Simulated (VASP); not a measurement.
Here is a VASP 6.6.1 calculation.

The input INCAR:

```
ALGO = Normal
EDIFF = 1E-6
ENCUT = 520
GGA = PS
ISIF = 2
ISMEAR = 0
LASPH = True
LCHARG = False
LREAL = False
LWAVE = False
NBANDS = 18
NELM = 60
PREC = Accurate
SIGMA = 0.05
```

File KPOINTS:

```
k-points
0
Gamma
  8 8 8
```

POSCAR

```
HfO2
1.0
    0.0000000000      2.5220673956      2.5220673956
    2.5220673956      0.0000000000      2.5220673956
    2.5220673956      2.5220673956      0.0000000000
Hf O
1 2
Direct
   -0.0011017646      0.0011017646      0.0033052939
    0.2561457517      0.2438542483      0.2315627449
    0.7561457517      0.7438542483      0.7315627449
```

Potentials or basis: VASP PAW PBE potentials, release 64 (Hf_pv, O).

The run is started by

```sh
$ cat potpaw_PBE.64/Hf_pv/POTCAR potpaw_PBE.64/O/POTCAR > POTCAR
$ mpirun -np 1 vasp_std > vasp.out
```

**Question.** What does it give for the band gap on the k mesh?

**Answer.** 3.71 eV, direct.

**Question.** What does it give for the largest force?

**Answer.** 0.470 eV/Å.

**Question.** Estimate the pressure.

**Answer.** -3.0 GPa.

Stress tensor (GPa, compression positive):
```
-2.99  0.54  0.00
 0.54 -2.98  0.00
 0.00  0.00 -2.97
```

Caveat: the cell differs from its parent crystal (mode 4 frozen in at -0.062 Å and mode 5 at -0.031 Å (largest displacements)); the PAW data sets were made with another functional, which shifts forces and pressure a little; spin-orbit coupling is left out, which moves the levels of the heavy elements. A k mesh can miss the band edges.
